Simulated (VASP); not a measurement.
Runs of VASP 6.6.1 on WS2. The structure is that of space group R3m (No. 160), or close to it. The cells are those of the table. 

```tsv
task	cell	gap on the mesh (eV)	pressure (GPa)	largest force (eV/Å)
single point	a = 6.546 Å, angles 27.9°, 3 atoms	1.11	-3.9	0.92
single point	a = 6.427 Å, angles 28.4°, 3 atoms	1.04	-0.5	0.60
electric field gradients	a = 6.427 Å, angles 28.4°, 3 atoms	1.04	-0.5	0.60
single point	a = 6.553 Å, angles 28.4°, 3 atoms	(a)	-9.1	1.26
```

Alike in all rows: level PBEsol; potentials or basis VASP PAW PBE potentials, release 64 (W_sv, S); no spin polarisation; k mesh 15 × 15 × 15; cutoff (eV) 520; smearing fermi-dirac 0.03 eV.

Problem. Estimate the missing entries.

Solution. (a) 1.07.

Caveats: the PAW data sets were made with another functional, which shifts forces and pressure a little; spin-orbit coupling is left out, which moves the levels of the heavy elements; the cell stands under tension (at least some runs).

A k mesh can miss the band edges, and the runs leave out spin-orbit coupling on W.
